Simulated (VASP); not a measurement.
# Co6N in VASP: single point with PBE+D3(BJ)

Aim: the single point of Co6N with PBE+D3(BJ).

All numbers are computed with VASP 6.6.1; they aren't measurements. Logs are shortened: lines on timing, memory, paths and dates and some standing lists are left out, and cuts for length are marked.

### 1 The cell of the first run

The cell holds a slab with vacuum, 14 atoms: a = 4.938 Å, b = 4.938 Å, c = 24.093 Å, α = 90.00°, β = 90.00°, γ = 120.00°.

### 2 Single point, PBE+D3(BJ), collinear spin, ferromagnetic start

Contents of INCAR:

```
PREC     = Accurate       # precision mode
ENCUT    = 520            # plane-wave cutoff, eV
EDIFF    = 1E-6           # SCF threshold, eV
ISMEAR   = 0              # smearing method
SIGMA    = 0.1            # smearing width, eV
LREAL    = F              # projectors in reciprocal space
LASPH    = T              # aspherical terms in the spheres
NELM     = 200            # most SCF steps
ALGO     = Normal         # electronic algorithm
ISIF     = 2              # what is computed and relaxed
LWAVE    = F              # write WAVECAR
LCHARG   = T              # write CHGCAR
ISPIN    = 2              # spin polarisation
MAGMOM   = 1.98 1.98 1.98 1.98 1.95 1.95 1.95 1.95 1.98 1.98 1.98 1.98 0 0 # initial moments
LORBIT   = 11             # projections on sites
LMAXMIX  = 4              # l up to which the mixer works
LDIPOL   = T            
IDIPOL   = 3            
DIPOL    = 0.5 0.5 0.459
GGA      = PE             # functional
IVDW     = 12             # dispersion correction
LVHAR    = T            
LVACPOTAV= T            
NBANDS   = 76             # bands
GGA_COMPAT= F            
NELMDL   = -8           
KPAR     = 4
```

Contents of KPOINTS:

```
Automatic mesh
0
Gamma
  6 6 1
```

Contents of POSCAR:

```
Co6N
1.0
    4.9379901185      0.0000000000      0.0000000000
   -2.4689950592      4.2764248862      0.0000000000
    0.0000000000      0.0000000000     24.0931550747
Co N
12 2
Direct
    0.1666666667      0.3333333333      0.3527972975
    0.1666666667      0.8333333333      0.3527972975
    0.6666666667      0.3333333333      0.3527972975
    0.6666666667      0.8333333333      0.3527972975
    0.3314230488      0.1657115244      0.4344346583
    0.3333333333      0.6666666667      0.4345163804
    0.8342884756      0.1657115244      0.4344346583
    0.8342884756      0.6685769512      0.4344346583
    0.1681279756      0.3362559512      0.5185707281
    0.1681279756      0.8318720244      0.5185707281
    0.6666666667      0.3333333333      0.5137672831
    0.6637440488      0.8318720244      0.5185707281
    0.0000000000      0.0000000000      0.5775510248
    0.0000000000      0.0000000000      0.6253603940
```

Potentials or basis: VASP PAW PBE potentials, release 64 (Co, N).

On the command line:

```bash
$ cat potpaw_PBE.64/Co/POTCAR potpaw_PBE.64/N/POTCAR > POTCAR
$ mpirun -np 4 vasp_std > vasp.out
```

OUTCAR:

```text
PREC = Accurate
   ENCUT = 520
   EDIFF = 1E-6
   ISMEAR = 0
   LREAL = F
   LASPH = T
   NELM = 200
   ISIF = 2
   ISPIN = 2
   LORBIT = 11
   GGA = PE
   IVDW = 12
   NELMDL = -8
 IVDW          = 12

 ion  position               nearest neighbor table
   1  0.167  0.333  0.353-   5 2.43   7 2.43   6 2.43   2 2.47   2 2.47   4 2.47   4 2.47   3 2.47
                             3 2.47
   2  0.167  0.833  0.353-   5 2.43   8 2.43   6 2.43   1 2.47   1 2.47   3 2.47   3 2.47   4 2.47
                             4 2.47
   3  0.667  0.333  0.353-   7 2.43   8 2.43   5 2.43   4 2.47   4 2.47   2 2.47   2 2.47   1 2.47
                             1 2.47
   4  0.667  0.833  0.353-   8 2.43   7 2.43   6 2.43   3 2.47   3 2.47   1 2.47   1 2.47   2 2.47
                             2 2.47
   5  0.331  0.166  0.434-  11 2.39   1 2.43   2 2.43   3 2.43   8 2.45   7 2.45   6 2.47   6 2.47
                            10 2.48   9 2.48   8 2.48   7 2.48
   6  0.333  0.667  0.435-   2 2.43   1 2.43   4 2.43   5 2.47   8 2.47   7 2.47   7 2.47   5 2.47
                             8 2.47  10 2.47   9 2.47  12 2.47
   7  0.834  0.166  0.434-  11 2.39   4 2.43   1 2.43   3 2.43   8 2.45   5 2.45   6 2.47   6 2.47
                            12 2.48   9 2.48   8 2.48   5 2.48
   8  0.834  0.669  0.434-  11 2.39   4 2.43   2 2.43   3 2.43   7 2.45   5 2.45   6 2.47   6 2.47
                            12 2.48  10 2.48   7 2.48   5 2.48
   9  0.168  0.336  0.519-  13 2.02  10 2.45  12 2.45   6 2.47  11 2.47  11 2.47   5 2.48   7 2.48
                            10 2.49  12 2.49
  10  0.168  0.832  0.519-  13 2.02   9 2.45  12 2.45   6 2.47  11 2.47  11 2.47   5 2.48   8 2.48
                             9 2.49  12 2.49
  11  0.667  0.333  0.514-   7 2.39   8 2.39   5 2.39  12 2.47   9 2.47  10 2.47  10 2.47  12 2.47
                             9 2.47
  12  0.664  0.832  0.519-  13 2.02   9 2.45  10 2.45   6 2.47  11 2.47  11 2.47   7 2.48   8 2.48
                             9 2.49  10 2.49
  13  0.000  0.000  0.578-  14 1.15   9 2.02  10 2.02  12 2.02
  14  0.000  0.000  0.625-  13 1.15

  LATTYP: Found a hexagonal cell.
 ALAT       =     4.9379901185
 C/A-ratio  =     4.8791420186

  Lattice vectors:

 A1 = (   4.9379901185,   0.0000000000,   0.0000000000)
 A2 = (  -2.4689950592,   4.2764248862,   0.0000000000)
 A3 = (   0.0000000000,   0.0000000000,  24.0931550747)

Analysis of symmetry for initial positions (statically):
=====================================================================
 Subroutine PRICEL returns:
 Original cell was already a primitive cell.

 Routine SETGRP: Setting up the symmetry group for a
 hexagonal supercell.

 Subroutine GETGRP returns: Found  6 space group operations
 (whereof  6 operations were pure point group operations)
 out of a pool of 24 trial point group operations.

The static configuration has the point symmetry C_3v.

Analysis of symmetry for dynamics (positions and initial velocities):
=====================================================================
 Subroutine PRICEL returns:
 Original cell was already a primitive cell.

 Routine SETGRP: Setting up the symmetry group for a
 hexagonal supercell.

 Subroutine GETGRP returns: Found  6 space group operations
 (whereof  6 operations were pure point group operations)
 out of a pool of 24 trial point group operations.

The dynamic configuration has the point symmetry C_3v.

Analysis of structural, dynamic, and magnetic symmetry:
=====================================================================
 Subroutine PRICEL returns:
 Original cell was already a primitive cell.

 Routine SETGRP: Setting up the symmetry group for a
 hexagonal supercell.

 Subroutine GETGRP returns: Found  6 space group operations
 (whereof  6 operations were pure point group operations)
 out of a pool of 24 trial point group operations.

The overall configuration has the point symmetry C_3v.

 Subroutine INISYM returns: Found  6 space group operations
 (whereof  6 operations are pure point group operations),
 and found     1 'primitive' translations

----------------------------------------------------------------------------------------

                                     Primitive cell

  volume of cell :     508.7738

  direct lattice vectors                    reciprocal lattice vectors
     4.937990119  0.000000000  0.000000000     0.202511543  0.116920094  0.000000000
[... 108 lines left out ...]
   EFERMI_NEDOS =   21; number of points for ismear=-14 and -15
   IALGO  =     38    algorithm
   IMIX   =      4    mixing-type and parameters
     AMIX     =   0.40;   BMIX     =  1.00
     AMIX_MAG =   1.60;   BMIX_MAG =  1.00
  volume/ion in A,a.u.               =      36.34       245.24
  Fermi-wavevector in a.u.,A,eV,Ry     =   1.005836  1.900755 13.765102  1.011706
  Thomas-Fermi vector in A             =   2.138541
   LORBIT       =     11    0 simple, 1 ext, 2 COOP (PROOUT), +10 PAW based schemes
   GGA     = PE    functional components
   LHFCALC =     F    Hartree Fock is set to
   AEXX    =    0.0000 exact exchange contribution
   IVDW    =    12    specifies the selected vdW correction
   LEPSILON=     F    determine dielectric tensor
   LRPA    =     F    only Hartree local field effects (RPA)
 spin polarized calculation
 Gauss-broadening in eV      SIGMA  =   0.10
  energy-cutoff  :      520.00
  volume of cell :      508.77
 maximum number of plane-waves:     13714
 NGX is ok and might be reduce to    40
   NGX = 19   NGY = 19   NGZ = 89

 dipolmoment           0.000000      0.000000     -0.016632 electrons x Angstroem

 number of electron     118.0000010 magnetization      19.7182751

 dipolmoment           0.000000      0.000000      0.072996 electrons x Angstroem

 Free energy of the ion-electron system (eV)
  ---------------------------------------------------
  ext. energy  EPLUGINS =         0.00000000
  ---------------------------------------------------
  free energy    TOTEN  =       -95.31379286 eV

  energy without entropy =      -95.24753590  energy(sigma->0) =      -95.28066438

 E-fermi :  -0.8552     XC(G=0):  -4.5850

 val. band max:       -0.8569467342   @ k =   0.1667   0.1667   0.0000
 cond. band min:      -0.8109031275   @ k =   0.1667   0.1667   0.0000
 fundamental gap:      0.0460436066
 Fermi energy:        -0.8552461670

 spin component 1

 k-point     1 :       0.0000    0.0000    0.0000
  band No.  band energies     occupation
      1     -23.7271      1.00000
      2     -12.5276      1.00000
      3      -9.0989      1.00000
      4      -8.1309      1.00000
      5      -8.1309      1.00000
      6      -7.2395      1.00000
[... 507 lines left out ...]
     70      -1.1843      1.00000
     71      -0.3325      0.00000
 Fermi energy:        -0.8552461670

 spin component 2

 k-point     1 :       0.0000    0.0000    0.0000
  band No.  band energies     occupation
      1     -23.7681      1.00000
      2     -12.5103      1.00000
      3      -9.0692      1.00000
      4      -8.1227      1.00000
      5      -8.1227      1.00000
      6      -7.2088      1.00000
[... 507 lines left out ...]
     70       0.4404      0.00000
     71       0.9325      0.00000
 [bands above 71 left out]

------------------------ aborting loop because EDIFF is reached ----------------------------------------

 Edisp (eV)   -3.59690

 E8    (eV) :    -1.6198

  FORCE on cell =-STRESS in cart. coord.  units (eV):
  Direction    XX          YY          ZZ          XY          YZ          ZX
  --------------------------------------------------------------------------------------
  -------------------------------------------------------------------------------------
  Total      -4.23009    -4.23009     0.22348    -0.00000     0.00000    -0.00000
  in kB     -13.32095   -13.32095     0.70375    -0.00000     0.00000    -0.00000
  external pressure =       -8.65 kB  Pullay stress =        0.00 kB

 VOLUME and BASIS-vectors are now :
 -----------------------------------------------------------------------------
  energy-cutoff  :      520.00
  volume of cell :      508.77
      direct lattice vectors                 reciprocal lattice vectors
     4.937990119  0.000000000  0.000000000     0.202511543  0.116920094  0.000000000
    -2.468995059  4.276424886  0.000000000     0.000000000  0.233840188  0.000000000
     0.000000000  0.000000000 24.093155075     0.000000000  0.000000000  0.041505564

 POSITION                                       TOTAL-FORCE (eV/Angst)
 -----------------------------------------------------------------------------------
      0.00000      1.42547      8.50000         0.000000      0.067047      0.030868
     -1.23450      3.56369      8.50000         0.058064     -0.033523      0.030868
      2.46900      1.42547      8.50000         0.000000      0.000000      0.051736
      1.23450      3.56369      8.50000        -0.058064     -0.033523      0.030868
      1.22742      0.70865     10.46690         0.000141      0.000081      0.001306
     -0.00000      2.85095     10.46887         0.000000      0.000000     -0.007601
      3.71057      0.70865     10.46690        -0.000141      0.000081      0.001306
      2.46900      2.85912     10.46690        -0.000000     -0.000163      0.001306
      0.00000      1.43797     12.49400         0.000000      0.017785     -0.033481
     -1.22367      3.55744     12.49400         0.015402     -0.008892     -0.033481
      2.46900      1.42547     12.37827         0.000000      0.000000     -0.033134
      1.22367      3.55744     12.49400        -0.015402     -0.008892     -0.033481
      0.00000      0.00000     13.91503         0.000000      0.000000     -0.776043
      0.00000      0.00000     15.06690         0.000000      0.000000      0.768964
 -----------------------------------------------------------------------------------
    total drift:                                0.000000      0.000000      0.002189

  FREE ENERGIE OF THE ION-ELECTRON SYSTEM (eV)
  ---------------------------------------------------
  free  energy   TOTEN  =       -98.9106969565 eV

  energy  without entropy=      -98.8444400016  energy(sigma->0) =      -98.87756848

 vacuum level on the upper side and lower side of the slab         4.734         4.113

 total charge

# of ion       s       p       d       tot
------------------------------------------
    1        0.493   0.424   7.253   8.170
    2        0.493   0.424   7.253   8.170
    3        0.490   0.422   7.255   8.167
    4        0.493   0.424   7.253   8.170
    5        0.501   0.552   7.284   8.337
    6        0.495   0.552   7.274   8.321
    7        0.501   0.552   7.284   8.337
    8        0.501   0.552   7.284   8.337
    9        0.467   0.475   7.314   8.255
   10        0.467   0.475   7.314   8.255
   11        0.506   0.436   7.258   8.200
   12        0.467   0.475   7.314   8.255
   13        1.294   2.590   0.000   3.884
   14        1.354   2.423   0.000   3.777
--------------------------------------------------
tot          8.522  10.775  87.339 106.636

 magnetization (x)

# of ion       s       p       d       tot
------------------------------------------
    1       -0.009  -0.038   1.746   1.699
    2       -0.009  -0.038   1.746   1.699
    3       -0.010  -0.042   1.777   1.725
    4       -0.009  -0.038   1.746   1.699
    5       -0.014  -0.052   1.772   1.706
    6       -0.011  -0.044   1.706   1.652
    7       -0.014  -0.052   1.772   1.706
    8       -0.014  -0.052   1.772   1.706
    9       -0.011  -0.031   1.566   1.524
   10       -0.011  -0.031   1.566   1.524
   11       -0.005  -0.037   1.828   1.785
   12       -0.011  -0.031   1.566   1.524
   13        0.005  -0.006   0.000  -0.001
   14       -0.002  -0.061   0.000  -0.063
--------------------------------------------------
tot         -0.126  -0.553  20.562  19.883
```

Run time: 19 min. Hardware: 4 MPI ranks of Oxide Virtual Turin-like, shared host; peak memory 1.1 GiB.

Results:

```yaml
Free_energy: -98.9107 eV
Largest_force: 0.776 eV/Å
Net_moment: 19.72 μB per cell
Site_moments: Co +1.70, +1.73, +1.71, +1.65, +1.52, +1.78 (each value once); N -0.00, -0.06 μB
Valence_electrons_inside_the_program's_atomic_spheres: Co 8.17, 8.34, 8.32, 8.26, 8.20 (each value once); N 3.88, 3.78
Dispersion_energy_per_atom: -0.257 eV
```

Forces on the atoms (eV/Å):
```
Co   0.000  0.067  0.031
Co   0.058 -0.034  0.031
Co   0.000  0.000  0.052
Co  -0.058 -0.034  0.031
Co   0.000  0.000  0.001
Co   0.000  0.000 -0.008
Co   0.000  0.000  0.001
Co   0.000  0.000  0.001
Co   0.000  0.018 -0.033
Co   0.015 -0.009 -0.033
Co   0.000  0.000 -0.033
Co  -0.015 -0.009 -0.033
N    0.000  0.000 -0.776
N    0.000  0.000  0.769
```

Levels at points of the mesh, in eV from the Fermi level:
Spin up:
```csv
k point,band 66,band 67,band 68,band 69,band 70,band 71,band 72,band 73
"(0.00, 0.00, 0.00)",-0.46,-0.46,-0.43,0.66,0.99,0.99,1.28,1.66
"(0.50, 0.00, 0.00)",-0.79,-0.66,-0.62,-0.06,1.05,1.29,1.34,1.83
```
Spin down:
| k point | band 48 | band 49 | band 50 | band 51 | band 52 | band 53 |
| --- | --- | --- | --- | --- | --- | --- |
| (0.00, 0.00, 0.00) | 0.15 | 0.15 | 0.41 | 0.41 | 0.63 | 0.70 |
| (0.50, 0.00, 0.00) | -0.21 | -0.18 | -0.05 | 0.07 | 0.19 | 0.23 |

Caveat: the standard files for N, O and F lose accuracy on very short bonds. With open d or f shells a metallic result of PBE can be an artefact of self-interaction; +U or a hybrid may open a gap.
